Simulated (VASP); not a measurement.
**Cu: single point with LDA**

The system is Cu.

```xyz
1
Lattice="-1.4096 1.4096 1.3914 1.4096 -1.4096 1.3914 1.4096 1.4096 -1.3914" Properties=species:S:1:pos:R:3 pbc="T T T"
Cu    0.0000    0.0000    0.0000
```

```yaml
Program: VASP 6.6.1
Task: single point
Functional: LDA
Potentials_or_basis: VASP PAW LDA potentials, release 64 (Cu)
Cutoff: 520 eV
k_mesh: 22 × 22 × 22
Occupations: gaussian, width 0.15 eV
Spin: no spin polarisation
Dipole_correction: no
Further_INCAR_settings: ALGO = Normal; EDIFF = 1e-07; NBANDS = 12
```

```json
{
 "Pressure": "-1.3 GPa"
}
```

Stress tensor (GPa, compression positive):
```
-1.27  0.00  0.00
 0.00 -1.27  0.00
 0.00  0.00 -1.47
```

Levels at points of the mesh, in eV from the Fermi level:
| k point | band 3 | band 4 | band 5 | band 6 | band 7 | band 8 | band 9 | band 10 |
| --- | --- | --- | --- | --- | --- | --- | --- | --- |
| (0.00, 0.00, 0.00) | -3.36 | -3.36 | -2.27 | -2.21 | 25.66 | 25.66 | 25.97 | 29.69 |
| (0.50, 0.00, 0.00) | -2.27 | -2.10 | -1.43 | -0.71 | 4.73 | 17.94 | 18.10 | 22.11 |
| (0.50, 0.50, 0.00) | -2.33 | -2.13 | -1.44 | -0.81 | 4.59 | 18.28 | 18.50 | 22.43 |
| (0.50, 0.50, 0.50) | -1.63 | -1.63 | -1.61 | 8.26 | 8.26 | 8.77 | 14.08 | 14.32 |

Run time: 37 s on 1 thread of Intel(R) Xeon(R) 6975P-C (Granite Rapids) (shared host), peak memory 0.21 GiB.
